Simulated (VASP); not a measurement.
# MgS (sol) (F-43m) in VASP: further runs

MgS (sol) is run at these levels: PBEsol; tasks: single point.

Program: VASP 6.6.1. These are calculated values, not measurements. Logs are shortened: lines on timing, memory, paths and dates and some standing lists are left out, and cuts for length are marked.

## (1) The cell of the first run

The structure is cubic, space group F-43m (No. 216). The conventional cell has a = 5.620 Å, b = 5.620 Å, c = 5.620 Å, α = 90.00°, β = 90.00°, γ = 90.00°. Mg (site symmetry -43m) has 4 S at 2.43 Å within 3.2 Å. Within 3.2 Å of S (site symmetry -43m) lie 4 Mg at 2.43 Å.

## (2) Single point, PBEsol

INCAR

```
  PREC = Accurate
  ENCUT = 600
  EDIFF = 1E-6
  ISMEAR = 0
  SIGMA = 0.1
  LREAL = F
  LASPH = T
  NELM = 120
  ALGO = Normal
  ISIF = 2
  LWAVE = F
  LCHARG = F
  GGA = PS
  NBANDS = 11
  GGA_COMPAT = F
```

KPOINTS

```
regular mesh
0
Gamma
  6 6 6
```

POSCAR

```
MgS
1.0
    0.0000000000      2.8100000000      2.8100000000
    2.8100000000      0.0000000000      2.8100000000
    2.8100000000      2.8100000000      0.0000000000
Mg S
1 1
Direct
    0.0000000000      0.0000000000      0.0000000000
    0.2500000000      0.2500000000      0.2500000000
```

Potentials or basis: VASP PAW PBE potentials, release 64 (Mg, S).

Run with:

```bash
$ cat potpaw_PBE.64/Mg/POTCAR potpaw_PBE.64/S/POTCAR > POTCAR
$ mpirun -np 1 vasp_std > vasp.out
```

OUTCAR:

```text
PREC = Accurate
   ENCUT = 600
   EDIFF = 1E-6
   ISMEAR = 0
   LREAL = F
   LASPH = T
   NELM = 120
   ISIF = 2
   GGA = PS

 ion  position               nearest neighbor table
   1  0.000  0.000  0.000-   2 2.43   2 2.43   2 2.43   2 2.43
   2  0.250  0.250  0.250-   1 2.43   1 2.43   1 2.43   1 2.43

  LATTYP: Found a face centered cubic cell.
 ALAT       =     5.6200000000

  Lattice vectors:

 A1 = (   0.0000000000,   2.8100000000,   2.8100000000)
 A2 = (   2.8100000000,   0.0000000000,   2.8100000000)
 A3 = (   2.8100000000,   2.8100000000,   0.0000000000)

Analysis of symmetry for initial positions (statically):
=====================================================================
 Subroutine PRICEL returns:
 Original cell was already a primitive cell.

 Routine SETGRP: Setting up the symmetry group for a
 face centered cubic supercell.

 Subroutine GETGRP returns: Found 24 space group operations
 (whereof 24 operations were pure point group operations)
 out of a pool of 48 trial point group operations.

The static configuration has the point symmetry T_d .

Analysis of symmetry for dynamics (positions and initial velocities):
=====================================================================
 Subroutine PRICEL returns:
 Original cell was already a primitive cell.

 Routine SETGRP: Setting up the symmetry group for a
 face centered cubic supercell.

 Subroutine GETGRP returns: Found 24 space group operations
 (whereof 24 operations were pure point group operations)
 out of a pool of 48 trial point group operations.

The dynamic configuration has the point symmetry T_d .

 Subroutine INISYM returns: Found 24 space group operations
 (whereof 24 operations are pure point group operations),
 and found     1 'primitive' translations

----------------------------------------------------------------------------------------

                                     Primitive cell

  volume of cell :      44.3761

  direct lattice vectors                    reciprocal lattice vectors
     0.000000000  2.810000000  2.810000000    -0.177935943  0.177935943  0.177935943
     2.810000000  0.000000000  2.810000000     0.177935943 -0.177935943  0.177935943
     2.810000000  2.810000000  0.000000000     0.177935943  0.177935943 -0.177935943

  length of vectors
     3.973940110  3.973940110  3.973940110     0.308194094  0.308194094  0.308194094

  position of ions in fractional coordinates (direct lattice)
     0.000000000  0.000000000  0.000000000
     0.250000000  0.250000000  0.250000000

  ion indices of the primitive-cell ions
   primitive index   ion index
                 1           1
                 2           2

----------------------------------------------------------------------------------------

 KPOINTS: regular mesh

Automatic generation of k-mesh.
 Grid dimensions read from file:
 generate k-points for:    6    6    6

 Generating k-lattice:

  Cartesian coordinates                     Fractional coordinates (reciprocal lattice)
    -0.029655991  0.029655991  0.029655991     0.166666667  0.000000000  0.000000000
     0.029655991 -0.029655991  0.029655991     0.000000000  0.166666667  0.000000000
     0.029655991  0.029655991 -0.029655991     0.000000000  0.000000000  0.166666667

  Length of vectors
     0.051365682  0.051365682  0.051365682

  Shift w.r.t. Gamma in fractional coordinates (k-lattice)
     0.000000000  0.000000000  0.000000000

 Subroutine IBZKPT returns following result:
 ===========================================

 Found     16 irreducible k-points:

 Following reciprocal coordinates:
            Coordinates               Weight
  0.000000  0.000000  0.000000      1.000000
  0.166667  0.000000  0.000000      8.000000
  0.333333  0.000000  0.000000      8.000000
  0.500000  0.000000  0.000000      4.000000
  0.166667  0.166667  0.000000      6.000000
  0.333333  0.166667  0.000000     24.000000
[... 8 lines left out ...]
 -0.333333  0.333333  0.166667     24.000000
 -0.333333  0.500000  0.166667     12.000000
   k-points           NKPTS =     16   k-points in BZ     NKDIM =     16   number of bands    NBANDS=     11
   number of dos      NEDOS =    301   number of ions     NIONS =      2
   total plane-waves  NPLWV =  32768
   dimension x,y,z NGX =    32 NGY =   32 NGZ =   32
   dimension x,y,z NGXF=    64 NGYF=   64 NGZF=   64
   ions per type =               1   1
   NGX,Y,Z   is equivalent  to a cutoff of  13.39, 13.39, 13.39 a.u.
   NGXF,Y,Z  is equivalent  to a cutoff of  26.77, 26.77, 26.77 a.u.
 SYSTEM =  unknown system
   PREC   = accura    normal or accurate (medium, high low for compatibility)
   ISTART =      0    job   : 0-new  1-cont  2-samecut
   ICHARG =      2    charge: 1-file 2-atom 10-const
   ISPIN  =      1    spin polarized calculation?
   LNONCOLLINEAR =      F non collinear calculations
   LSORBIT =      F    spin-orbit coupling
   LASPH  =      T    aspherical Exc in radial PAW
   ENCUT  =  600.0 eV  44.10 Ry    6.64 a.u.   7.94  7.94  7.94*2*pi/ulx,y,z
   NELM   =    120;   NELMIN=  2; NELMDL= -5     # of ELM steps
   EDIFF  = 0.1E-05   stopping-criterion for ELM
   LREAL  =      F    real-space projection
   EDIFFG = 0.1E-04   stopping-criterion for IOM
   NSW    =      0    number of steps for IOM
   IBRION =     -1    ionic relax: 0-MD 1-quasi-New 2-CG
   NFREE  =      0    steps in history (QN), initial steepest desc. (CG)
   ISIF   =      2    stress and relaxation
   ISYM   =      2    0-nonsym 1-usesym 2-fastsym
   POTIM  = 0.5000    time-step for ionic-motion
   TEBEG  =    0.0;   TEEND  =   0.0 temperature during run
   PSTRESS=    0.0 pullay stress
   NELECT =       8.0000    total number of electrons
   NUPDOWN=      -1.0000    fix difference up-down
   EMIN   =  10.00;   EMAX   =-10.00  energy-range for DOS
   EFERMI =   0.00;   METHOD = LEGACY
   ISMEAR =     0;   SIGMA  =   0.10  broadening in eV -4-tet -1-fermi 0-gaus
   EFERMI_NEDOS =   21; number of points for ismear=-14 and -15
   IALGO  =     38    algorithm
   IMIX   =      4    mixing-type and parameters
     AMIX     =   0.40;   BMIX     =  1.00
     AMIX_MAG =   1.60;   BMIX_MAG =  1.00
  volume/ion in A,a.u.               =      22.19       149.73
  Fermi-wavevector in a.u.,A,eV,Ry     =   0.924816  1.747648 11.636845  0.855284
  Thomas-Fermi vector in A             =   2.050602
   LORBIT       =      0    0 simple, 1 ext, 2 COOP (PROOUT), +10 PAW based schemes
   GGA     = PS    functional components
   LHFCALC =     F    Hartree Fock is set to
   AEXX    =    0.0000 exact exchange contribution
   IVDW    =     0    specifies the selected vdW correction
   LEPSILON=     F    determine dielectric tensor
   LRPA    =     F    only Hartree local field effects (RPA)
 non-spin polarized calculation
 Gauss-broadening in eV      SIGMA  =   0.10
  energy-cutoff  :      600.00
  volume of cell :       44.38
 maximum number of plane-waves:      1492
   NGX = 15   NGY = 15   NGZ = 15

 number of electron       7.9999999 magnetization

 Free energy of the ion-electron system (eV)
  ---------------------------------------------------
  ext. energy  EPLUGINS =         0.00000000
  ---------------------------------------------------
  free energy    TOTEN  =        -8.91536488 eV

  energy without entropy =       -8.91536488  energy(sigma->0) =       -8.91536488

 E-fermi :   1.5907     XC(G=0):  -8.6628

 val. band max:        1.1422436606   @ k =   0.0000   0.0000   0.0000
 cond. band min:       4.5472011838   @ k =   0.0000   0.0000   0.0000
 fundamental gap:      3.4049575232
 Fermi energy:         1.5906924867

 k-point     1 :       0.0000    0.0000    0.0000
  band No.  band energies     occupation
      1     -10.2021      2.00000
      2       1.1422      2.00000
      3       1.1422      2.00000
      4       1.1422      2.00000
      5       4.5472      0.00000
      6       9.0711      0.00000
      7       9.0711      0.00000
      8       9.0711      0.00000
      9      11.9720      0.00000
     10      11.9720      0.00000
     11      14.8691      0.00000

 k-point     2 :       0.1667    0.0000    0.0000
  band No.  band energies     occupation
      1     -10.0416      2.00000
      2       0.0255      2.00000
      3       1.0494      2.00000
      4       1.0494      2.00000
      5       5.5727      0.00000
      6       8.8222      0.00000
      7       9.3274      0.00000
      8       9.3274      0.00000
      9      11.3504      0.00000
     10      11.3504      0.00000
     11      13.8256      0.00000

 k-point     3 :       0.3333    0.0000    0.0000
  band No.  band energies     occupation
      1      -9.6808      2.00000
      2      -1.4838      2.00000
      3       0.8814      2.00000
      4       0.8814      2.00000
      5       6.2472      0.00000
      6       9.0162      0.00000
      7       9.0162      0.00000
      8       9.2851      0.00000
      9      12.3457      0.00000
     10      12.3457      0.00000
     11      13.2032      0.00000

 k-point     4 :       0.5000    0.0000    0.0000
  band No.  band energies     occupation
      1      -9.4741      2.00000
      2      -2.1188      2.00000
      3       0.8047      2.00000
      4       0.8047      2.00000
      5       6.2161      0.00000
      6       8.7139      0.00000
      7       8.7139      0.00000
      8       9.6707      0.00000
      9      14.0229      0.00000
     10      14.3855      0.00000
     11      14.3855      0.00000
[... 127 lines left out ...]
 k-point    14 :       0.5000    0.3333    0.1667
  band No.  band energies     occupation
      1      -9.4341      2.00000
      2      -1.3938      2.00000
      3      -0.2298      2.00000
      4       0.4173      2.00000
      5       6.7058      0.00000
      6       8.2318      0.00000
      7       8.6006      0.00000
      8      10.9541      0.00000
      9      11.8449      0.00000
     10      14.7546      0.00000
     11      15.5710      0.00000

 k-point    15 :      -0.3333    0.3333    0.1667
  band No.  band energies     occupation
      1      -9.2938      2.00000
      2      -1.5007      2.00000
      3      -0.5980      2.00000
      4       0.2039      2.00000
      5       6.7783      0.00000
      6       8.1592      0.00000
      7       9.5785      0.00000
      8      10.4206      0.00000
      9      12.4019      0.00000
     10      14.2217      0.00000
     11      15.5208      0.00000

 k-point    16 :      -0.3333    0.5000    0.1667
  band No.  band energies     occupation
      1      -9.2317      2.00000
      2      -1.4523      2.00000
      3      -0.4875      2.00000
      4      -0.1830      2.00000
      5       5.9709      0.00000
      6       7.9583      0.00000
      7      10.5190      0.00000
      8      10.5791      0.00000
      9      13.7397      0.00000
     10      15.0320      0.00000
     11      15.1166      0.00000

------------------------ aborting loop because EDIFF is reached ----------------------------------------

  FORCE on cell =-STRESS in cart. coord.  units (eV):
  Direction    XX          YY          ZZ          XY          YZ          ZX
  --------------------------------------------------------------------------------------
  -------------------------------------------------------------------------------------
  Total        0.2635022      0.2635022      0.2635022      0.0000000      0.0000000      0.0000000
  in kB        9.5136223      9.5136223      9.5136223      0.0000000      0.0000000      0.0000000
  external PRESSURE =       9.5136223 kB  Pullay stress =       0.0000000 kB

 VOLUME and BASIS-vectors are now :
 -----------------------------------------------------------------------------
  energy-cutoff  :      600.00
  volume of cell :       44.38
      direct lattice vectors                 reciprocal lattice vectors
     0.000000000  2.810000000  2.810000000    -0.177935943  0.177935943  0.177935943
     2.810000000  0.000000000  2.810000000     0.177935943 -0.177935943  0.177935943
     2.810000000  2.810000000  0.000000000     0.177935943  0.177935943 -0.177935943

 POSITION                                       TOTAL-FORCE (eV/Angst)
 -----------------------------------------------------------------------------------
      0.00000      0.00000      0.00000         0.000000      0.000000      0.000000
      1.40500      1.40500      1.40500        -0.000000     -0.000000     -0.000000
 -----------------------------------------------------------------------------------
    total drift:                               -0.000000     -0.000000     -0.000000

  FREE ENERGIE OF THE ION-ELECTRON SYSTEM (eV)
  ---------------------------------------------------
  free  energy   TOTEN  =        -8.9153648763 eV

  energy  without entropy=       -8.9153648763  energy(sigma->0) =       -8.91536488
```

Run time: 16 s. Hardware: 1 thread of Intel Xeon 8259CL, shared host; peak memory 0.17 GiB.

What came out:

- Free energy: -8.9154 eV
- Pressure: 1.0 GPa
- Band gap on the k mesh: 3.40 eV, direct

Caveat: the PAW data sets were made with another functional, which shifts forces and pressure a little. As with any semilocal functional, this PBEsol gap is likely too small.

## (3) Single point, PBEsol

This run uses another cell than the first one, of 22.56 Å³/atom, 1.017 times its volume.

INCAR

```
SYSTEM = MgS
  PREC = Accurate
  ENCUT = 600
  EDIFF = 1E-6
  ISMEAR = 0
  SIGMA = 0.02
  LREAL = .FALSE.
  LASPH = .TRUE.
  NELM = 120
  ALGO = Normal
  ISIF = 2
  LWAVE = .FALSE.
  LCHARG = .FALSE.
  GGA = PS
  NBANDS = 11
  GGA_COMPAT = .FALSE.
```

KPOINTS

```
Automatic mesh
0
G
  6 6 6
  0 0 0
```

POSCAR

```
MgS
1.0
    0.0000000000      2.8257015369      2.8257015369
    2.8257015369      0.0000000000      2.8257015369
    2.8257015369      2.8257015369      0.0000000000
Mg S
1 1
Direct
    0.0000000000      0.0000000000      0.0000000000
    0.2500000000      0.2500000000      0.2500000000
```

Potentials or basis: VASP PAW PBE potentials, release 64 (Mg, S).

Run with:

```bash
$ cat potpaw_PBE.64/Mg/POTCAR potpaw_PBE.64/S/POTCAR > POTCAR
$ mpirun -np 1 vasp_std > vasp.out
```

Wall time 15 s (1 thread of Intel Xeon 8259CL, shared host); peak memory 0.17 GiB.

Results (log left out):

```
Free energy            : -8.9175 eV
Pressure               : -0.1 GPa
Band gap on the k mesh : 3.32 eV, direct
```

Levels at points of the mesh, in eV from the valence-band top:
| k point | band 1 | band 2 | band 3 | band 4 | band 5 | band 6 | band 7 | band 8 | band 9 |
| --- | --- | --- | --- | --- | --- | --- | --- | --- | --- |
| (0.00, 0.00, 0.00) | -11.29 | 0.00 | 0.00 | 0.00 | 3.32 | 7.89 | 7.89 | 7.89 | 10.79 |
| (0.50, 0.00, 0.00) | -10.59 | -3.20 | -0.33 | -0.33 | 5.01 | 7.55 | 7.55 | 8.45 | 12.75 |
| (0.50, 0.50, 0.00) | -10.36 | -2.87 | -1.06 | -1.06 | 3.70 | 5.55 | 11.08 | 12.21 | 12.21 |

Caveat: the PAW data sets were made with another functional, which shifts forces and pressure a little. A k mesh can miss the band edges.

(Continued in part 2 of 2.)
